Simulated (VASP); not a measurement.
Write the native input for VASP 6.6.1 that does the following.

```
Task                   : single point
Functional             : r2SCAN
Potentials or basis    : VASP PAW PBE potentials, release 64 (Cr_pv)
Cutoff                 : 520 eV
k mesh                 : 6 × 6 × 4
Occupations            : fermi-dirac, width 0.1 eV
Spin                   : collinear spin, antiferromagnetic start
Starting moments       : [3.096, -3.096] μB
Dipole correction      : no
Further INCAR settings : ALGO = Normal; EDIFF = 1e-07; NBANDS = 23
```

The system is Cr.

```xyz
2
Lattice="2.9345 0.0000 0.0000 -1.4673 2.5414 0.0000 0.0000 0.0000 3.9870" Properties=species:S:1:pos:R:3 pbc="T T T"
Cr    0.0000    1.6943    0.9967
Cr    1.4673    0.8471    2.9902
```

The input as run:

POSCAR

```
Cr
1.0
    2.9345442942      0.0000000000      0.0000000000
   -1.4672721471      2.5413899073      0.0000000000
    0.0000000000      0.0000000000      3.9869567790
Cr
2
Direct
    0.3333333333      0.6666666667      0.2500000000
    0.6666666667      0.3333333333      0.7500000000
```

INCAR.step1

```
SYSTEM = Cr
  ALGO = Normal
  EDIFF = 1E-4
  ENCUT = 520
  GGA = PE
  ISMEAR = -1
  ISPIN = 2
  LASPH = .True.
  LCHARG = .False.
  LMAXMIX = 4
  LREAL = .False.
  LWAVE = .True.
  MAGMOM = 3.096 -3.096
  NBANDS = 23
  NELM = 150
  PREC = Accurate
  SIGMA = 0.1
```

INCAR.step2

```
SYSTEM = Cr
  ALGO = Normal
  EDIFF = 1E-7
  ENCUT = 520
  ISIF = 2
  ISMEAR = -1
  ISPIN = 2
  ISTART = 1
  LASPH = .True.
  LCHARG = .False.
  LMAXMIX = 4
  LMIXTAU = .True.
  LORBIT = 11
  LREAL = .False.
  LWAVE = .False.
  MAGMOM = 3.096 -3.096
  METAGGA = R2SCAN
  NBANDS = 23
  NELM = 150
  PREC = Accurate
  SIGMA = 0.1
```

KPOINTS

```
k-points
0
Gamma
  6 6 4
  0 0 0
```

Potentials or basis: VASP PAW PBE potentials, release 64 (Cr_pv).

The run is started by

```console
$ cat potpaw_PBE.64/Cr_pv/POTCAR > POTCAR
$ cp INCAR.step1 INCAR
$ mpirun -np 1 vasp_std > vasp.out
$ cp INCAR.step2 INCAR
$ mpirun -np 1 vasp_std > vasp.out
```

It gave:

* Pressure: 0.0 GPa
* Band gap on the k mesh: zero (filled and empty bands overlap)
* Net moment: 0.00 μB per cell
* Site moments: Cr +3.23, -3.23 μB
* Valence electrons inside the program's atomic spheres: Cr 10.91

Caveat: the k points lie up to 0.41 Å⁻¹ apart; the PAW data sets were made with another functional, which shifts forces and pressure a little.

Wall time 52 s on 1 thread of Intel(R) Xeon(R) 6975P-C (Granite Rapids), with other jobs on the host, peak memory 0.17 GiB.
